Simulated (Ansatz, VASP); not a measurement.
# Two plane-wave programs on TaN

Contents of POSCAR:

```
TaN
1.0
    2.9380000000      0.0000000000      0.0000000000
   -1.4690000000      2.5443826363      0.0000000000
    0.0000000000      0.0000000000      2.8830000000
Ta N
1 1
Direct
    0.0000000000      0.0000000000      0.5000000000
    0.6666666667      0.3333333333      0.0000000000
```

INCAR.step1

```
PREC = Accurate ; ENCUT = 520
EDIFF = 1E-5 ; ISMEAR = -1
SIGMA = 0.05 ; LREAL = F
LASPH = T ; NELM = 80
ALGO = Normal ; ISIF = 2
LWAVE = T ; LCHARG = F
GGA = PE ; NBANDS = 15
```

File INCAR.step2:

```
PREC = Accurate ; ENCUT = 520
EDIFF = 1E-6 ; ISMEAR = -1
SIGMA = 0.05 ; LREAL = F
LASPH = T ; NELM = 80
ALGO = Normal ; ISIF = 2
LWAVE = F ; LCHARG = F
METAGGA = R2SCAN ; LHFCALC = T
AEXX = 0.1 ; LMIXTAU = T
PRECFOCK = Normal ; ISTART = 1
NBANDS = 15
```

File KPOINTS:

```
Automatic mesh
0
Gamma
  5 5 5
```

input

```
crystal:
  lattice:
    - [2.938, 0.0, 0.0]
    - [-1.469, 2.5443826363, 0.0]
    - [0.0, 0.0, 2.883]
  atoms:
    - { symbol: Ta, position: [0.0, 0.0, 0.5] }
    - { symbol: "N", position: [0.6666666667, 0.3333333333, 0.0] }
hamiltonian:
  xc: r2scanh
  pseudopotentials: { kind: paw }
kpoints:
  mp_grid: { grid: [5, 5, 5] }
scf:
  occupations: { method: fermi_dirac, width: 0.05 }
output:
  forces: true
  stress: true
  eigenvalues: true
  write_density: true
  write_potential: true
  elf: true
  volumetric_format: npy
```

Alike in both runs: task single point; functional r2SCANh; k mesh 5 × 5 × 5; occupations fermi-dirac, width 0.05 eV; no spin polarisation.

|  | VASP | Ansatz |
| --- | --- | --- |
| version | VASP 6.6.1 | Ansatz 0.2.0 |
| potentials or method | VASP PAW PBE potentials, release 64 (Ta_pv, N) | Ansatz PAW |
| plane-wave cutoff (eV) | 520 | 500 |
| valence electrons in the cell | 16 | 18 |

Ansatz gave:

```
gap on the k mesh at the Fermi level (eV)                     : none
pressure (GPa)                                                : -2.6
traceless stress, the component that is largest in VASP (GPa) : -0.32
```

**Question.** What did VASP give for the same quantities?

**Answer.** gap on the k mesh at the Fermi level (eV): none; pressure (GPa): -1.7; traceless stress, the component that is largest in VASP (GPa): -0.21.

VASP's potentials were made for PBE, not for r2SCANh. A gap of «none» marks a metal or a gap that the smearing closes. VASP's potentials hold 16 valence electrons a cell and Ansatz's 18, so a difference there can come from the potentials and not from the codes.

The k mesh is coarse, so the values compare programs but aren't converged. Neither program's run includes spin-orbit coupling.
